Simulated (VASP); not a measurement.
**Mg3ZrN: single point with PBE**

The system is Mg3ZrN.

```
Mg Zr N
1.0
     3.26468    0.00000    0.00000
     0.00000    3.26468    0.00000
     0.00000    0.00000   17.08236
Mg Zr N
6 2 2
Direct
  0.50000 0.00000 0.80461
  0.00000 0.50000 0.19539
  0.50000 0.00000 0.56142
  0.00000 0.50000 0.43858
  0.00000 0.50000 0.68386
  0.50000 0.00000 0.31614
  0.00000 0.50000 0.93571
  0.50000 0.00000 0.06429
  0.50000 0.00000 0.93583
  0.00000 0.50000 0.06417
```

- Program: VASP 6.6.1
- Task: single point
- Functional: PBE
- Potentials or basis: VASP PAW PBE potentials, release 64 (Mg, Zr_sv, N)
- Cutoff: 520 eV
- k mesh: 5 × 5 × 1
- Occupations: gaussian, width 0.2 eV
- Spin: no spin polarisation
- Dipole correction: no
- Further INCAR settings: ALGO = Normal; EDIFF = 1e-06; NBANDS = 34

```
Pressure               : 0.3 GPa
Largest force          : 0.038 eV/Å
Band gap on the k mesh : zero (bands 23 and 24 overlap by 0.70 eV)
```

Forces in eV/Å, atoms in the order of the input:
```
Mg   0.000  0.000 -0.013
Mg   0.000  0.000  0.013
Mg   0.000  0.000  0.000
Mg   0.000  0.000  0.000
Mg   0.000  0.000 -0.002
Mg   0.000  0.000  0.002
Zr   0.000  0.000 -0.038
Zr   0.000  0.000  0.038
N    0.000  0.000  0.032
N    0.000  0.000 -0.032
```

Stress tensor (GPa, compression positive):
```
0.10 0.00 0.00
0.00 0.10 0.00
0.00 0.00 0.65
```

Levels at points of the mesh, in eV from the Fermi level:
```csv
k point,band 18,band 19,band 20,band 21,band 22,band 23,band 24,band 25,band 26,band 27
"(0.00, 0.00, 0.00)",-3.09,-2.94,-2.94,-2.91,-2.38,-1.16,0.53,0.80,0.80,0.87
```

Wall time 86 s on 1 thread of Intel(R) Xeon(R) Platinum 8488C (Sapphire Rapids), on a shared host, peak memory 0.26 GiB.

Caveat: the k points lie up to 0.38 Å⁻¹ apart, too coarse for converged energies and pressures of a metal.
